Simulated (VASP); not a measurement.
Wanted: the native input for a VASP 6.6.1 run.

```yaml
Task: single point
Functional: PBE
Potentials_or_basis: VASP PAW PBE potentials, release 64 (Ga_d)
Cutoff: 520 eV
k_mesh: 16 × 16 × 16
Occupations: fermi-dirac, width 0.08 eV
Spin: no spin polarisation
Dipole_correction: no
Further_INCAR_settings: ALGO = Normal; EDIFF = 1e-07; NBANDS = 12
```

The structure of Ga lies in POSCAR:

```
Ga
1.0
   -1.4075625344      1.4075625344      1.4075625344
    1.4075625344     -1.4075625344      1.4075625344
    1.4075625344      1.4075625344     -1.4075625344
Ga
1
Direct
    0.0000000000      0.0000000000      0.0000000000
```

This cell differs from its parent crystal: volume scaled by 0.58.

The input as run:

INCAR

```
SYSTEM = Ga
ALGO = Normal ; EDIFF = 1E-7
ENCUT = 520 ; GGA = PE
ISIF = 2 ; ISMEAR = -1
LASPH = .True. ; LCHARG = .False.
LREAL = .False. ; LWAVE = .False.
NBANDS = 12 ; NELM = 100
PREC = Accurate ; SIGMA = 0.08
```

KPOINTS

```
k-points
0
Gamma
  16 16 16
  0 0 0
```

Potentials or basis: VASP PAW PBE potentials, release 64 (Ga_d).

Run with:

```bash
$ cat potpaw_PBE.64/Ga_d/POTCAR > POTCAR
$ mpirun -np 1 vasp_std > vasp.out
```

It gave:

```yaml
Pressure: 98.1 GPa
```

It took 30 s on 1 thread of Intel Xeon 8259CL, with other jobs on the host, peak memory 0.13 GiB.
